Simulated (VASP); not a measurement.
A run of VASP 6.6.1:

INCAR

```
SYSTEM = Y
ALGO     = Normal         ! electronic algorithm
EDIFF    = 1E-6           ! SCF threshold, eV
ENCUT    = 500            ! plane-wave cutoff, eV
GGA      = PS             ! functional
GGA_COMPAT= .False.      
ISIF     = 2              ! what is computed and relaxed
ISMEAR   = -1             ! smearing method
LASPH    = .True.         ! aspherical terms in the spheres
LCHARG   = .True.         ! write CHGCAR
LELF     = .True.         ! ELF
LREAL    = .False.        ! projectors in reciprocal space
LVHAR    = .True.       
LWAVE    = .False.        ! write WAVECAR
NBANDS   = 18             ! bands
NELM     = 120            ! most SCF steps
PREC     = Accurate       ! precision mode
SIGMA    = 0.1            ! smearing width, eV
```

KPOINTS

```
k-points
0
Gamma
  7 7 4
  0 0 0
```

File POSCAR:

```
Y
1.0
    3.5797318866      0.0000000000      0.0000000000
   -1.7898659433      3.1001387526      0.0000000000
    0.0000000000      0.0000000000      5.5816247305
Y
2
Direct
    0.3333333333      0.6666666667      0.2500000000
    0.6666666667      0.3333333333      0.7500000000
```

Potentials or basis: VASP PAW PBE potentials, release 64 (Y_sv).

Launch:

```bash
$ cat potpaw_PBE.64/Y_sv/POTCAR > POTCAR
$ mpirun -np 1 vasp_std > vasp.out
```

Hardware: 1 thread of Intel(R) Xeon(R) Platinum 8259CL CPU @ 2.50GHz (Skylake/Cascade Lake) (shared host).

**Question.** Estimate the wall time of this run.

**Answer.** It took 32 s on 1 thread of Intel(R) Xeon(R) Platinum 8259CL CPU @ 2.50GHz (Skylake/Cascade Lake), on a shared host, peak memory 0.19 GiB. Counts: scf iterations 13, k points 24.
